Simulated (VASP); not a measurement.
# MgB (Pm-3m) in VASP: notebook, part 2 of 2

VASP 6.6.1. Earlier steps stand in the parts before.

## (4) Single point, PBEsol-based screened hybrid

Contents of POSCAR:

```
MgB
1.0
    2.8951500000      0.0000000000      0.0000000000
    0.0000000000      2.8951500000      0.0000000000
    0.0000000000      0.0000000000      2.8951500000
Mg B
1 1
Direct
    0.0000000000      0.0000000000      0.0000000000
    0.5000000000      0.5000000000      0.5000000000
```

Contents of INCAR.step1:

```
SYSTEM = MgB
PREC     = Accurate       ! precision mode
ENCUT    = 520            ! plane-wave cutoff, eV
EDIFF    = 1E-5           ! SCF threshold, eV
ISMEAR   = -1             ! smearing method
SIGMA    = 0.05           ! smearing width, eV
LREAL    = .FALSE.        ! projectors in reciprocal space
LASPH    = .TRUE.         ! aspherical terms in the spheres
NELM     = 80             ! most SCF steps
ALGO     = Normal         ! electronic algorithm
ISIF     = 2              ! what is computed and relaxed
LWAVE    = .TRUE.         ! write WAVECAR
LCHARG   = .FALSE.        ! write CHGCAR
GGA      = PE             ! functional
NBANDS   = 10             ! bands
```

Contents of INCAR.step2:

```
SYSTEM = MgB
PREC     = Accurate       ! precision mode
ENCUT    = 520            ! plane-wave cutoff, eV
EDIFF    = 1E-6           ! SCF threshold, eV
ISMEAR   = -1             ! smearing method
SIGMA    = 0.05           ! smearing width, eV
LREAL    = .FALSE.        ! projectors in reciprocal space
LASPH    = .TRUE.         ! aspherical terms in the spheres
NELM     = 80             ! most SCF steps
ALGO     = Normal         ! electronic algorithm
ISIF     = 2              ! what is computed and relaxed
LWAVE    = .FALSE.        ! write WAVECAR
LCHARG   = .FALSE.        ! write CHGCAR
GGA      = PS             ! functional
LHFCALC  = .TRUE.         ! exact exchange
AEXX     = 0.25           ! exact-exchange fraction
HFSCREEN = 0.207          ! screening, 1/A
PRECFOCK = Normal       
ISTART   = 1            
NBANDS   = 10             ! bands
```

Contents of KPOINTS:

```
regular mesh
0
G
  5 5 5
  0 0 0
```

Potentials or basis: VASP PAW PBE potentials, release 64 (Mg, B).

Launch:

```
cat potpaw_PBE.64/Mg/POTCAR potpaw_PBE.64/B/POTCAR > POTCAR
cp INCAR.step1 INCAR
mpirun -np 1 vasp_std > vasp.out
cp INCAR.step2 INCAR
mpirun -np 1 vasp_std > vasp.out
```

OUTCAR:

```text
SYSTEM = MgB
   PREC = Accurate
   ENCUT = 520
   EDIFF = 1E-6
   ISMEAR = -1
   LREAL = .FALSE.
   LASPH = .TRUE.
   NELM = 80
   ISIF = 2
   GGA = PS
   LHFCALC = .TRUE.
   AEXX = 0.25
   HFSCREEN = 0.207
   PRECFOCK = Normal
   ISTART = 1

 ion  position               nearest neighbor table
   1  0.000  0.000  0.000-   2 2.51   2 2.51   2 2.51   2 2.51   2 2.51   2 2.51   2 2.51   2 2.51

   2  0.500  0.500  0.500-   1 2.51   1 2.51   1 2.51   1 2.51   1 2.51   1 2.51   1 2.51   1 2.51

[... 313 lines left out ...]
------------------------ aborting loop because EDIFF is reached ----------------------------------------

  FORCE on cell =-STRESS in cart. coord.  units (eV):
  Direction    XX          YY          ZZ          XY          YZ          ZX
  --------------------------------------------------------------------------------------
  -------------------------------------------------------------------------------------
  Total       -0.3208937     -0.3208937     -0.3208937      0.0000000     -0.0000000      0.0000000
  in kB      -21.1864679    -21.1864679    -21.1864679      0.0000000     -0.0000000      0.0000000
  external PRESSURE =     -21.1864679 kB  Pullay stress =       0.0000000 kB

 VOLUME and BASIS-vectors are now :
 -----------------------------------------------------------------------------
  energy-cutoff  :      520.00
  volume of cell :       24.27
      direct lattice vectors                 reciprocal lattice vectors
     2.895150000  0.000000000  0.000000000     0.345405247  0.000000000  0.000000000
     0.000000000  2.895150000  0.000000000     0.000000000  0.345405247  0.000000000
     0.000000000  0.000000000  2.895150000     0.000000000  0.000000000  0.345405247

 POSITION                                       TOTAL-FORCE (eV/Angst)
 -----------------------------------------------------------------------------------
      0.00000      0.00000      0.00000         0.000000      0.000000      0.000000
      1.44758      1.44758      1.44758         0.000000      0.000000      0.000000
 -----------------------------------------------------------------------------------
    total drift:                               -0.000753      0.000241      0.000346

  FREE ENERGIE OF THE ION-ELECTRON SYSTEM (eV)
  ---------------------------------------------------
  free  energy   TOTEN  =        -7.4248792467 eV

  energy  without entropy=       -7.4180079255  energy(sigma->0) =       -7.42144359
```

OUTCAR.step1:

```text
SYSTEM = MgB
   PREC = Accurate
   ENCUT = 520
   EDIFF = 1E-5
   ISMEAR = -1
   LREAL = .FALSE.
[... 336 lines left out ...]
      0.00000      0.00000      0.00000         0.000000      0.000000      0.000000
      1.44758      1.44758      1.44758         0.000000      0.000000      0.000000
 -----------------------------------------------------------------------------------
    total drift:                                0.000000     -0.000000     -0.000000

  FREE ENERGIE OF THE ION-ELECTRON SYSTEM (eV)
  ---------------------------------------------------
  free  energy   TOTEN  =        -6.5366478233 eV

  energy  without entropy=       -6.5260178641  energy(sigma->0) =       -6.53133284
```

OSZICAR.step1:

```text
N       E                     dE             d eps       ncg     rms          rms(c)
DAV:   1    -0.264022557192E+00   -0.26402E+00   -0.16940E+03   224   0.322E+02
DAV:   2    -0.658427950056E+01   -0.63203E+01   -0.59722E+01   244   0.548E+01
DAV:   3    -0.673613277741E+01   -0.15185E+00   -0.14630E+00   256   0.603E+00
DAV:   4    -0.673642802112E+01   -0.29524E-03   -0.29523E-03   230   0.291E-01
DAV:   5    -0.673642904236E+01   -0.10212E-05   -0.10216E-05   240   0.185E-02    0.182E+00
DAV:   6    -0.658070481846E+01    0.15572E+00   -0.19287E-01   224   0.165E+00    0.971E-01
DAV:   7    -0.653865148145E+01    0.42053E-01   -0.11955E-01   226   0.132E+00    0.328E-01
DAV:   8    -0.653665250420E+01    0.19990E-02   -0.25331E-03   226   0.410E-01    0.313E-02
DAV:   9    -0.653664782326E+01    0.46809E-05   -0.16059E-05   238   0.217E-02
   1 F= -.65366478E+01 E0= -.65313328E+01  d E =-.106300E-01
```

Wall time 71 s (1 thread of AMD EPYC 9R45 (Zen 5), shared host); peak memory 0.21 GiB.

Results:

```
Free energy : -7.4249 eV
Pressure    : -2.1 GPa
```

Levels at points of the mesh, in eV from the Fermi level:
| k point | band 1 | band 2 | band 3 | band 4 | band 5 | band 6 |
| --- | --- | --- | --- | --- | --- | --- |
| (0.00, 0.00, 0.00) | -12.45 | 2.93 | 2.93 | 2.93 | 7.43 | 7.43 |

Caveat: the k points lie up to 0.43 Å⁻¹ apart; the PAW data sets were made with another functional, which shifts forces and pressure a little.

## (5) Single point, PBEsol-based screened hybrid

This run uses another cell than the first one, of 11.87 Å³/atom, 0.978 times its volume.

Contents of POSCAR:

```
MgB
1.0
    2.8741828385      0.0000000000      0.0000000000
    0.0000000000      2.8741828385      0.0000000000
    0.0000000000      0.0000000000      2.8741828385
Mg B
1 1
Direct
    0.0000000000      0.0000000000      0.0000000000
    0.5000000000      0.5000000000      0.5000000000
```

Contents of INCAR.step1:

```
  ALGO = Normal
  EDIFF = 1E-5
  ENCUT = 520
  GGA = PE
  ISIF = 2
  ISMEAR = -1
  LASPH = T
  LCHARG = F
  LREAL = F
  LWAVE = T
  NBANDS = 10
  NELM = 100
  PREC = Accurate
  SIGMA = 0.05
```

Contents of INCAR.step2:

```
  AEXX = 0.25
  ALGO = Normal
  EDIFF = 1E-6
  ENCUT = 520
  GGA = PS
  HFSCREEN = 0.207
  ISIF = 2
  ISMEAR = -1
  ISTART = 1
  LASPH = T
  LCHARG = F
  LHFCALC = T
  LREAL = F
  LWAVE = F
  NBANDS = 10
  NELM = 100
  PREC = Accurate
  PRECFOCK = Normal
  SIGMA = 0.05
```

Contents of KPOINTS:

```
k-points
0
Gamma
  5 5 5
```

Launch:

```
cat potpaw_PBE.64/Mg/POTCAR potpaw_PBE.64/B/POTCAR > POTCAR
cp INCAR.step1 INCAR
mpirun -np 1 vasp_std > vasp.out
cp INCAR.step2 INCAR
mpirun -np 1 vasp_std > vasp.out
```

It took 68 s on 1 thread of AMD EPYC 9R45 (Zen 5), shared host; peak memory 0.21 GiB.

Results (log left out):

```yaml
Free_energy: -7.4284 eV
Pressure: -0.1 GPa
```

Levels at points of the mesh, in eV from the Fermi level:
| k point | band 1 | band 2 | band 3 | band 4 | band 5 |
| --- | --- | --- | --- | --- | --- |
| (0.00, 0.00, 0.00) | -12.61 | 2.96 | 2.96 | 2.96 | 7.44 |

Caveat: the k points lie up to 0.44 Å⁻¹ apart; the PAW data sets were made with another functional, which shifts forces and pressure a little.

## (6) Single point, r2SCAN0

Contents of POSCAR:

```
MgB
1.0
    2.8951500000      0.0000000000      0.0000000000
    0.0000000000      2.8951500000      0.0000000000
    0.0000000000      0.0000000000      2.8951500000
Mg B
1 1
Direct
    0.0000000000      0.0000000000      0.0000000000
    0.5000000000      0.5000000000      0.5000000000
```

Contents of INCAR.step1:

```
SYSTEM = MgB
PREC     = Accurate       ! precision mode
ENCUT    = 520            ! plane-wave cutoff, eV
EDIFF    = 1E-5           ! SCF threshold, eV
ISMEAR   = -1             ! smearing method
SIGMA    = 0.05           ! smearing width, eV
LREAL    = .False.        ! projectors in reciprocal space
LASPH    = .True.         ! aspherical terms in the spheres
NELM     = 60             ! most SCF steps
ALGO     = Normal         ! electronic algorithm
ISIF     = 2              ! what is computed and relaxed
LWAVE    = .True.         ! write WAVECAR
LCHARG   = .False.        ! write CHGCAR
GGA      = PE             ! functional
NBANDS   = 10             ! bands
```

Contents of INCAR.step2:

```
SYSTEM = MgB
PREC     = Accurate       ! precision mode
ENCUT    = 520            ! plane-wave cutoff, eV
EDIFF    = 1E-6           ! SCF threshold, eV
ISMEAR   = -1             ! smearing method
SIGMA    = 0.05           ! smearing width, eV
LREAL    = .False.        ! projectors in reciprocal space
LASPH    = .True.         ! aspherical terms in the spheres
NELM     = 60             ! most SCF steps
ALGO     = Normal         ! electronic algorithm
ISIF     = 2              ! what is computed and relaxed
LWAVE    = .False.        ! write WAVECAR
LCHARG   = .False.        ! write CHGCAR
METAGGA  = R2SCAN         ! meta-GGA
LHFCALC  = .True.         ! exact exchange
AEXX     = 0.25           ! exact-exchange fraction
LMIXTAU  = .True.       
PRECFOCK = Normal       
ISTART   = 1            
NBANDS   = 10             ! bands
```

Contents of KPOINTS:

```
Automatic mesh
0
Gamma
  5 5 5
  0 0 0
```

Potentials or basis: VASP PAW PBE potentials, release 64 (Mg, B).

Launch:

```
cat potpaw_PBE.64/Mg/POTCAR potpaw_PBE.64/B/POTCAR > POTCAR
cp INCAR.step1 INCAR
mpirun -np 1 vasp_std > vasp.out
cp INCAR.step2 INCAR
mpirun -np 1 vasp_std > vasp.out
```

OUTCAR:

```text
SYSTEM = MgB
   PREC = Accurate
   ENCUT = 520
   EDIFF = 1E-6
   ISMEAR = -1
   LREAL = .False.
   LASPH = .True.
   NELM = 60
   ISIF = 2
   METAGGA = R2SCAN
   LHFCALC = .True.
   AEXX = 0.25
   PRECFOCK = Normal
   ISTART = 1

 ion  position               nearest neighbor table
   1  0.000  0.000  0.000-   2 2.51   2 2.51   2 2.51   2 2.51   2 2.51   2 2.51   2 2.51   2 2.51

   2  0.500  0.500  0.500-   1 2.51   1 2.51   1 2.51   1 2.51   1 2.51   1 2.51   1 2.51   1 2.51

  LATTYP: Found a simple cubic cell.
 ALAT       =     2.8951500000

  Lattice vectors:

 A1 = (   2.8951500000,   0.0000000000,   0.0000000000)
 A2 = (   0.0000000000,   2.8951500000,   0.0000000000)
 A3 = (   0.0000000000,   0.0000000000,   2.8951500000)

Analysis of symmetry for initial positions (statically):
=====================================================================
 Subroutine PRICEL returns:
 Original cell was already a primitive cell.

 Routine SETGRP: Setting up the symmetry group for a
 simple cubic supercell.

 Subroutine GETGRP returns: Found 48 space group operations
 (whereof 48 operations were pure point group operations)
 out of a pool of 48 trial point group operations.

The static configuration has the point symmetry O_h .

Analysis of symmetry for dynamics (positions and initial velocities):
=====================================================================
 Subroutine PRICEL returns:
 Original cell was already a primitive cell.

 Routine SETGRP: Setting up the symmetry group for a
 simple cubic supercell.

 Subroutine GETGRP returns: Found 48 space group operations
 (whereof 48 operations were pure point group operations)
 out of a pool of 48 trial point group operations.

The dynamic configuration has the point symmetry O_h .

 Subroutine INISYM returns: Found 48 space group operations
 (whereof 48 operations are pure point group operations),
 and found     1 'primitive' translations

----------------------------------------------------------------------------------------

                                     Primitive cell

  volume of cell :      24.2668

  direct lattice vectors                    reciprocal lattice vectors
     2.895150000  0.000000000  0.000000000     0.345405247  0.000000000  0.000000000
     0.000000000  2.895150000  0.000000000     0.000000000  0.345405247  0.000000000
     0.000000000  0.000000000  2.895150000     0.000000000  0.000000000  0.345405247

  length of vectors
     2.895150000  2.895150000  2.895150000     0.345405247  0.345405247  0.345405247

  position of ions in fractional coordinates (direct lattice)
     0.000000000  0.000000000  0.000000000
     0.500000000  0.500000000  0.500000000

  ion indices of the primitive-cell ions
   primitive index   ion index
                 1           1
                 2           2

----------------------------------------------------------------------------------------

 KPOINTS: Automatic mesh

Automatic generation of k-mesh.
 Grid dimensions read from file:
 generate k-points for:    5    5    5

 Generating k-lattice:
[... 30 lines left out ...]
   number of dos      NEDOS =    301   number of ions     NIONS =      2
   total plane-waves  NPLWV =  13824
   dimension x,y,z NGX =    24 NGY =   24 NGZ =   24
   dimension x,y,z NGXF=    48 NGYF=   48 NGZF=   48
   ions per type =               1   1
   NGX,Y,Z   is equivalent  to a cutoff of  13.78, 13.78, 13.78 a.u.
   NGXF,Y,Z  is equivalent  to a cutoff of  27.56, 27.56, 27.56 a.u.
 SYSTEM =  MgB
   PREC   = accura    normal or accurate (medium, high low for compatibility)
   ISTART =      1    job   : 0-new  1-cont  2-samecut
   ICHARG =      0    charge: 1-file 2-atom 10-const
   ISPIN  =      1    spin polarized calculation?
   LNONCOLLINEAR =      F non collinear calculations
   LSORBIT =      F    spin-orbit coupling
   LASPH  =      T    aspherical Exc in radial PAW
   ENCUT  =  520.0 eV  38.22 Ry    6.18 a.u.   5.38  5.38  5.38*2*pi/ulx,y,z
   NELM   =     60;   NELMIN=  2; NELMDL=  0     # of ELM steps
   EDIFF  = 0.1E-05   stopping-criterion for ELM
   LREAL  =      F    real-space projection
   EDIFFG = 0.1E-04   stopping-criterion for IOM
   NSW    =      0    number of steps for IOM
   IBRION =     -1    ionic relax: 0-MD 1-quasi-New 2-CG
   NFREE  =      0    steps in history (QN), initial steepest desc. (CG)
   ISIF   =      2    stress and relaxation
   ISYM   =      3    0-nonsym 1-usesym 2-fastsym
   POTIM  = 0.5000    time-step for ionic-motion
   TEBEG  =    0.0;   TEEND  =   0.0 temperature during run
   PSTRESS=    0.0 pullay stress
   NELECT =       5.0000    total number of electrons
   NUPDOWN=      -1.0000    fix difference up-down
   EMIN   =  10.00;   EMAX   =-10.00  energy-range for DOS
   EFERMI =   0.00;   METHOD = LEGACY
   ISMEAR =    -1;   SIGMA  =   0.05  broadening in eV -4-tet -1-fermi 0-gaus
   EFERMI_NEDOS =   21; number of points for ismear=-14 and -15
   IALGO  =     38    algorithm
   IMIX   =      1    mixing-type and parameters
     AMIX     =   0.40;   BMIX     =  1.00
     AMIX_MAG =   1.60;   BMIX_MAG =  1.00
  volume/ion in A,a.u.               =      12.13        81.88
  Fermi-wavevector in a.u.,A,eV,Ry     =   0.966927  1.827227 12.720742  0.934948
  Thomas-Fermi vector in A             =   2.096770
   LORBIT       =      0    0 simple, 1 ext, 2 COOP (PROOUT), +10 PAW based schemes
   METAGGA = R2SCAN    functional components
   LHFCALC =     T    Hartree Fock is set to
   PRECFOCK=normal    Normal, Fast or Accurate (Low or Medium for compatibility)
   ENCUT4O =  -1.0   cutoff for four orbital integrals eV
   NKREDX  =     1    reduce k-point grid by
   NKREDY  =     1    reduce k-point grid by
   NKREDZ  =     1    reduce k-point grid by
   AEXX    =    0.2500 exact exchange contribution
   HFSCREEN=    0.0000 screening length (either q_TF or 0.3 A-1)
   HFSCREENC=   0.0000 screening length for correlation (either q_TF or 0.3 A-1)
   ENCUTFOCK=  -1.0 apply spherical cutoff to Coloumb kernel
   IVDW    =     0    specifies the selected vdW correction
   LEPSILON=     F    determine dielectric tensor
   LRPA    =     F    only Hartree local field effects (RPA)
 non-spin polarized calculation
  energy-cutoff  :      520.00
  volume of cell :       24.27
 maximum number of plane-waves:       670
 NGX is ok and might be reduce to    24
  NGX = 18; NGY = 18; NGZ = 18

 number of electron       5.0000000 magnetization

 Free energy of the ion-electron system (eV)
  ---------------------------------------------------
  ext. energy  EPLUGINS =         0.00000000
  ---------------------------------------------------
  free energy    TOTEN  =        -9.89899607 eV

  energy without entropy =       -9.89320097  energy(sigma->0) =       -9.89609852

 E-fermi :   4.8036     XC(G=0):  -8.5464

 val. band max:        4.1042595145   @ k =   0.2000   0.2000   0.2000
 cond. band min:       4.8479651504   @ k =   0.2000   0.2000   0.0000
 fundamental gap:      0.7437056359
 Fermi energy:         4.8036002764

 k-point     1 :       0.0000    0.0000    0.0000
  band No.  band energies     occupation
      1      -8.6653      2.00000
      2       8.0755      0.00000
      3       8.0755      0.00000
      4       8.0755      0.00000
      5      12.6452      0.00000
      6      12.6452      0.00000
      7      15.2918      0.00000
      8      25.2915      0.00000
      9      25.2915      0.00000
     10      25.2915      0.00000
[... 105 lines left out ...]
 k-point    10 :       0.4000    0.4000    0.4000
  band No.  band energies     occupation
      1      -0.8895      2.00000
      2       2.5834      2.00000
      3       2.5834      2.00000
      4       3.9899      2.00000
      5      10.5444      0.00000
      6      10.5444      0.00000
      7      10.7191      0.00000
      8      18.5378      0.00000
      9      27.4240      0.00000
     10      27.8039      0.00000

------------------------ aborting loop because EDIFF is reached ----------------------------------------

  FORCE on cell =-STRESS in cart. coord.  units (eV):
  Direction    XX          YY          ZZ          XY          YZ          ZX
  --------------------------------------------------------------------------------------
  -------------------------------------------------------------------------------------
  Total       -0.2547837     -0.2547837     -0.2547837      0.0000000      0.0000000      0.0000000
  in kB      -16.8216683    -16.8216683    -16.8216683      0.0000000      0.0000000      0.0000000
  external PRESSURE =     -16.8216683 kB  Pullay stress =       0.0000000 kB

 VOLUME and BASIS-vectors are now :
 -----------------------------------------------------------------------------
  energy-cutoff  :      520.00
  volume of cell :       24.27
      direct lattice vectors                 reciprocal lattice vectors
     2.895150000  0.000000000  0.000000000     0.345405247  0.000000000  0.000000000
     0.000000000  2.895150000  0.000000000     0.000000000  0.345405247  0.000000000
     0.000000000  0.000000000  2.895150000     0.000000000  0.000000000  0.345405247

 POSITION                                       TOTAL-FORCE (eV/Angst)
 -----------------------------------------------------------------------------------
      0.00000      0.00000      0.00000         0.000000      0.000000      0.000000
      1.44758      1.44758      1.44758         0.000000      0.000000      0.000000
 -----------------------------------------------------------------------------------
    total drift:                                0.000000     -0.000000      0.000000

  FREE ENERGIE OF THE ION-ELECTRON SYSTEM (eV)
  ---------------------------------------------------
  free  energy   TOTEN  =        -9.8989960733 eV

  energy  without entropy=       -9.8932009745  energy(sigma->0) =       -9.89609852
```

Wall time 86 s (1 thread of AMD EPYC 9R45 (Zen 5), shared host); peak memory 0.12 GiB.

Results:

| Item | Value |
| --- | --- |
| Free energy | -9.8990 eV |
| Pressure | -1.7 GPa |

Caveat: the k points lie up to 0.43 Å⁻¹ apart; the PAW data sets were made with another functional, which shifts forces and pressure a little.

## (7) Overview

| level | cell | screening parameter | share of exact exchange | gap on the mesh (eV) | pressure (GPa) |
| --- | --- | --- | --- | --- | --- |
| HSE06 | a = 2.895 Å, 2 atoms | 0.2079 1/Å | - | none | -0.9 |
| HSE06 | a = 2.888 Å, 2 atoms | 0.2079 1/Å | - | none | -0.2 |
| PBEsol-based screened hybrid | a = 2.895 Å, 2 atoms | 0.207 1/Å | 0.25 | none | -2.1 |
| PBEsol-based screened hybrid | a = 2.874 Å, 2 atoms | 0.207 1/Å | 0.25 | none | -0.1 |
| r2SCAN0 | a = 2.895 Å, 2 atoms | - | - | none | -1.7 |

Alike in all rows: task single point; potentials or basis VASP PAW PBE potentials, release 64 (Mg, B); no spin polarisation; k mesh 5 × 5 × 5; cutoff (eV) 520; smearing fermi-dirac 0.05 eV.

Caveats: all runs use coarse meshes; the PAW data sets were made with another functional, which shifts forces and pressure a little.

Total energies depend on the potentials used, so only differences within one code and one set of settings carry meaning.
